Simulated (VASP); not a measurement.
# Hf5C3 (C2/m) in VASP: relaxation of cell and atoms with PBE

Aim: the relaxation of cell and atoms of Hf5C3 with PBE.

Everything below comes from runs of VASP 6.6.1. Logs are shortened: lines on timing, memory, paths and dates and some standing lists are left out, and cuts for length are marked.

### 1 The cell of the first run

Symmetry: C2/m, No. 12, monoclinic system. Conventional cell: a = 10.367 Å, b = 4.607 Å, c = 7.271 Å, α = 90.00°, β = 133.98°, γ = 90.00°. Within 3.0 Å of Hf (site symmetry m) lie 4 C at 2.24 to 2.31 Å. Hf (site symmetry m) has 3 C at 2.26 to 2.33 Å within 3.0 Å. Hf (site symmetry 2/m) has 4 C at 2.30 to 2.38 Å within 3.0 Å. Within 3.0 Å of C (site symmetry m) lie 6 Hf at 2.26 to 2.38 Å. C (site symmetry 2/m) has 6 Hf at 2.24 to 2.33 Å within 3.0 Å.

### 2 Relaxation of cell and atoms, PBE (atoms taken out)

INCAR

```
SYSTEM = Hf5C3
ALGO = Fast
EDIFF = 1E-7
EDIFFG = -0.01
ENCUT = 600
GGA = PE
IBRION = 2
ISIF = 3
ISMEAR = 0
LASPH = .TRUE.
LCHARG = .FALSE.
LREAL = .FALSE.
LWAVE = .FALSE.
NELM = 100
NSW = 100
PREC = Accurate
SIGMA = 0.1
```

KPOINTS

```
k-points
0
G
  8 8 6
  0 0 0
```

POSCAR

```
Hf5C3
1.0
    5.1835720920     -2.3033727269      0.0000000000
    5.1835720920      2.3033727269      0.0000000000
   -5.0494176549      0.0000000000      5.2317202705
Hf C
5 3
Direct
    0.2823123809      0.2823123809      0.3828453738
    0.0909813479      0.0909813479      0.7839737278
    0.9090186521      0.9090186521      0.2160262722
    0.7176876191      0.7176876191      0.6171546262
    0.5000000000      0.5000000000      0.0000000000
    0.1974109571      0.1974109571      0.5985541739
    0.0000000000      0.0000000000      0.0000000000
    0.8025890429      0.8025890429      0.4014458261
```

Potentials or basis: VASP PAW PBE potentials, release 64 (Hf_pv, C).

On the command line:

```
$ cat potpaw_PBE.64/Hf_pv/POTCAR potpaw_PBE.64/C/POTCAR > POTCAR
$ mpirun -np 1 vasp_std > vasp.out
```

OUTCAR:

```text
SYSTEM = Hf5C3
   EDIFF = 1E-7
   EDIFFG = -0.01
   ENCUT = 600
   GGA = PE
   IBRION = 2
   ISIF = 3
   ISMEAR = 0
   LASPH = .TRUE.
   LREAL = .FALSE.
   NELM = 100
   NSW = 100
   PREC = Accurate

 ion  position               nearest neighbor table
   1  0.282  0.282  0.383-   7 2.24   6 2.27   8 2.31   8 2.31   3 3.15   4 3.20   4 3.20   5 3.21
                             5 3.21   3 3.27   3 3.27   2 3.30   2 3.33   2 3.33   5 3.34   4 3.55
   2  0.091  0.091  0.784-   6 2.26   8 2.26   7 2.33   3 3.13   4 3.15   4 3.27   4 3.27   5 3.27
                             5 3.27   1 3.30   1 3.33   1 3.33   5 3.35   3 3.41   3 3.41
   3  0.909  0.909  0.216-   8 2.26   6 2.26   7 2.33   2 3.13   1 3.15   1 3.27   1 3.27   5 3.27
                             5 3.27   4 3.30   4 3.33   4 3.33   5 3.35   2 3.41   2 3.41
   4  0.718  0.718  0.617-   7 2.24   8 2.27   6 2.31   6 2.31   2 3.15   1 3.20   1 3.20   5 3.21
                             5 3.21   2 3.27   2 3.27   3 3.30   3 3.33   3 3.33   5 3.34   1 3.55
   5  0.500  0.500  0.000-   7 2.30   7 2.30   6 2.38   8 2.38   4 3.21   1 3.21   4 3.21   1 3.21
                             2 3.27   3 3.27   3 3.27   2 3.27   4 3.34   1 3.34   3 3.35   2 3.35
   6  0.197  0.197  0.599-   2 2.26   3 2.26   1 2.27   4 2.31   4 2.31   5 2.38
   7  0.000  0.000  0.000-   1 2.24   4 2.24   5 2.30   5 2.30   3 2.33   2 2.33
   8  0.803  0.803  0.401-   3 2.26   2 2.26   4 2.27   1 2.31   1 2.31   5 2.38

  LATTYP: Found a base centered monoclinic cell.
 ALAT       =    10.3671441840
 B/A-ratio  =     0.4443601219
 C/A-ratio  =     0.7013508256
 COS(beta)  =    -0.6944593715

  Lattice vectors:

 A1 = (   5.1835720920,  -2.3033727269,   0.0000000000)
 A2 = (   5.1835720920,   2.3033727269,   0.0000000000)
 A3 = (  -5.0494176549,   0.0000000000,   5.2317202705)

Analysis of symmetry for initial positions (statically):
=====================================================================
 Subroutine PRICEL returns:
 Original cell was already a primitive cell.

 Routine SETGRP: Setting up the symmetry group for a
 base centered monoclinic supercell.

 Subroutine GETGRP returns: Found  4 space group operations
 (whereof  4 operations were pure point group operations)
 out of a pool of  4 trial point group operations.

The static configuration has the point symmetry C_2h.

Analysis of symmetry for dynamics (positions and initial velocities):
=====================================================================
 Subroutine PRICEL returns:
 Original cell was already a primitive cell.

 Routine SETGRP: Setting up the symmetry group for a
 base centered monoclinic supercell.

 Subroutine GETGRP returns: Found  4 space group operations
 (whereof  4 operations were pure point group operations)
 out of a pool of  4 trial point group operations.

The dynamic configuration has the point symmetry C_2h.
[... 127 lines left out ...]
   EFERMI_NEDOS =   21; number of points for ismear=-14 and -15
   IALGO  =     68    algorithm
   IMIX   =      4    mixing-type and parameters
     AMIX     =   0.40;   BMIX     =  1.00
     AMIX_MAG =   1.60;   BMIX_MAG =  1.00
  volume/ion in A,a.u.               =      15.62       105.38
  Fermi-wavevector in a.u.,A,eV,Ry     =   1.296133  2.449335 22.857240  1.679960
  Thomas-Fermi vector in A             =   2.427608
   LORBIT       =      0    0 simple, 1 ext, 2 COOP (PROOUT), +10 PAW based schemes
   GGA     = PE    functional components
   LHFCALC =     F    Hartree Fock is set to
   AEXX    =    0.0000 exact exchange contribution
   IVDW    =     0    specifies the selected vdW correction
   LEPSILON=     F    determine dielectric tensor
   LRPA    =     F    only Hartree local field effects (RPA)
 conjugate gradient relaxation of ions
 non-spin polarized calculation
 RMM-DIIS sequential band-by-band and
 Gauss-broadening in eV      SIGMA  =   0.10
  energy-cutoff  :      600.00
  volume of cell :      124.93
 maximum number of plane-waves:      4205
 NGX is ok and might be reduce to    48
   NGX = 23   NGY = 23   NGZ = 29

--------------------------------------- Ionic step        1  -------------------------------------------

 number of electron      62.0000000 magnetization

 Free energy of the ion-electron system (eV)
  ---------------------------------------------------
  ext. energy  EPLUGINS =         0.00000000
  ---------------------------------------------------
  free energy    TOTEN  =       -82.97385339 eV

  energy without entropy =      -82.95242283  energy(sigma->0) =      -82.96313811

------------------------ aborting loop because EDIFF is reached ----------------------------------------

  FORCE on cell =-STRESS in cart. coord.  units (eV):
  Direction    XX          YY          ZZ          XY          YZ          ZX
  --------------------------------------------------------------------------------------
  -------------------------------------------------------------------------------------
  Total       -0.7879582     -0.3306600     -0.5463870      0.0000000      0.0000000     -0.1130329
  in kB      -10.1052230     -4.2405709     -7.0071772      0.0000000      0.0000000     -1.4495980
  external PRESSURE =      -7.1176570 kB  Pullay stress =       0.0000000 kB
[... 323 lines left out ...]
--------------------------------------- Ionic step        9  -------------------------------------------

 number of electron      62.0000000 magnetization

 Free energy of the ion-electron system (eV)
  ---------------------------------------------------
  ext. energy  EPLUGINS =         0.00000000
  ---------------------------------------------------
  free energy    TOTEN  =       -82.97647847 eV

  energy without entropy =      -82.95576728  energy(sigma->0) =      -82.96612288

 E-fermi :   5.3065     XC(G=0): -11.6969

 val. band max:        5.3044573198   @ k =  -0.1250   0.2500   0.3333
 cond. band min:       5.3121754509   @ k =  -0.1250   0.5000   0.1667
 fundamental gap:      0.0077181311
 Fermi energy:         5.3065148647

 k-point     1 :       0.0000    0.0000    0.0000
  band No.  band energies     occupation
      1     -25.1762      2.00000
      2     -25.1204      2.00000
      3     -25.0668      2.00000
      4     -25.0607      2.00000
      5     -25.0453      2.00000
      6     -25.0315      2.00000
[... 949 lines left out ...]
     36       7.4868      0.00000
     37       8.4039      0.00000

 [... further k-points ...]

------------------------ aborting loop because EDIFF is reached ----------------------------------------

  FORCE on cell =-STRESS in cart. coord.  units (eV):
  Direction    XX          YY          ZZ          XY          YZ          ZX
  --------------------------------------------------------------------------------------
  -------------------------------------------------------------------------------------
  Total        0.0220056      0.0172960      0.0320405      0.0000000      0.0000000     -0.0027114
  in kB        0.2833762      0.2227278      0.4125993      0.0000000      0.0000000     -0.0349159
  external PRESSURE =       0.3062344 kB  Pullay stress =       0.0000000 kB
[... 23 lines left out ...]
  FREE ENERGIE OF THE ION-ELECTRON SYSTEM (eV)
  ---------------------------------------------------
  free  energy   TOTEN  =       -82.9764784740 eV

  energy  without entropy=      -82.9557672804  energy(sigma->0) =      -82.96612288

 reached required accuracy - stopping structural energy minimisation
```

OSZICAR:

```text
N       E                     dE             d eps       ncg     rms          rms(c)
DAV:   1     0.299503154685E+03    0.29950E+03   -0.37155E+04  8444   0.182E+03
DAV:   2    -0.711810080542E+02   -0.37068E+03   -0.35990E+03 10021   0.411E+02
DAV:   3    -0.953090654755E+02   -0.24128E+02   -0.23203E+02 10432   0.690E+01
[... 83 lines left out ...]
DAV:   1    -0.829764488941E+02    0.10843E-04   -0.95018E-03  8616   0.552E-01    0.130E-01
RMM:   2    -0.829764721162E+02   -0.23222E-04   -0.33448E-04  9865   0.110E-01    0.540E-02
RMM:   3    -0.829764775486E+02   -0.54324E-05   -0.79943E-05 11302   0.481E-02    0.235E-02
RMM:   4    -0.829764783869E+02   -0.83826E-06   -0.83326E-06 10759   0.150E-02    0.240E-02
RMM:   5    -0.829764784772E+02   -0.90316E-07   -0.10232E-06  8296   0.557E-03    0.237E-02
RMM:   6    -0.829764784740E+02    0.31860E-08   -0.16789E-07  5142   0.227E-03
   9 F= -.82976478E+02 E0= -.82966123E+02  d E =-.187828E-04
```

Wall time 2.1 h (1 thread of Oxide Virtual Turin-like, shared host); peak memory 0.7 GiB.

What came out:

* Free energy: -82.9765 eV
* Relaxed volume: 15.55 Å³/atom
* Relaxed cell: a = 5.657 Å, b = 5.657 Å, c = 7.256 Å, α = 129.29°, β = 129.29°, γ = 48.04°
* Space group after relaxing (to 0.1 Å): C2/m (No. 12)
* Energy gained by relaxing: 0.3 meV/atom
* Ionic steps: 9
* Pressure after relaxing: 0.0 GPa
* Largest force after relaxing: 0.004 eV/Å
* Band gap on the k mesh: zero (bands 31 and 32 overlap by 1.28 eV)

Forces in eV/Å, atoms in the order of the input:
```
Hf  -0.004  0.000 -0.001
Hf  -0.002  0.000  0.000
Hf   0.002  0.000  0.000
Hf   0.004  0.000  0.001
Hf   0.000  0.000  0.000
C   -0.001  0.000  0.001
C    0.000  0.000  0.000
C    0.001  0.000 -0.001
```

Step by step:
| step | energy change (eV) | largest force (eV/Å) | pressure (GPa) | volume (Å³) |
| --- | --- | --- | --- | --- |
| 1 | 0.0000 | 0.0955 | -0.71 | 124.93 |
| 2 | 0.0014 | 0.1391 | 1.30 | 123.68 |
| 3 | -0.0017 | 0.0618 | 0.14 | 124.39 |
| 4 | -0.0023 | 0.0347 | 0.01 | 124.45 |
| 5 | -0.0024 | 0.0288 | -0.03 | 124.48 |
| 6 | -0.0026 | 0.0168 | -0.01 | 124.45 |
| 7 | -0.0026 | 0.0149 | -0.01 | 124.44 |
| 8 | -0.0026 | 0.0148 | -0.01 | 124.44 |
| 9 | -0.0026 | 0.0037 | 0.03 | 124.42 |

Final structure:
```yaml
crystal:
  lattice:
    - [5.16686, -2.30281, 0.00113]
    - [5.16686, 2.30281, 0.00113]
    - [-5.03199, 0.00000, 5.22727]
  atoms:
    - { symbol: Hf, position: [0.28238, 0.28238, 0.38189] }
    - { symbol: Hf, position: [0.09016, 0.09016, 0.78348] }
    - { symbol: Hf, position: [0.90984, 0.90984, 0.21652] }
    - { symbol: Hf, position: [0.71762, 0.71762, 0.61811] }
    - { symbol: Hf, position: [0.50000, 0.50000, 0.00000] }
    - { symbol: C, position: [0.19815, 0.19815, 0.59912] }
    - { symbol: C, position: [0.00000, 0.00000, 0.00000] }
    - { symbol: C, position: [0.80185, 0.80185, 0.40088] }
```

Levels at points of the mesh, in eV from the Fermi level:
| k point | band 29 | band 30 | band 31 | band 32 | band 33 | band 34 |
| --- | --- | --- | --- | --- | --- | --- |
| (0.00, 0.00, 0.00) | -0.90 | -0.79 | 0.29 | 1.04 | 1.16 | 1.24 |
| (0.50, 0.00, 0.00) | -0.70 | -0.46 | -0.36 | 0.13 | 0.93 | 1.45 |
| (0.50, 0.50, 0.00) | -1.45 | -1.11 | -0.90 | -0.68 | 0.64 | 1.25 |
| (0.00, 0.00, 0.50) | -1.45 | -1.20 | -0.47 | -0.20 | 0.59 | 1.86 |
| (0.50, 0.00, 0.50) | -0.79 | -0.56 | -0.35 | 0.35 | 0.81 | 1.28 |
| (0.50, 0.50, 0.50) | -1.76 | -1.20 | -0.05 | 0.77 | 1.11 | 1.74 |

Caveat: the cell differs from its parent crystal (atoms taken out); spin-orbit coupling is left out, which moves the levels of the heavy elements.
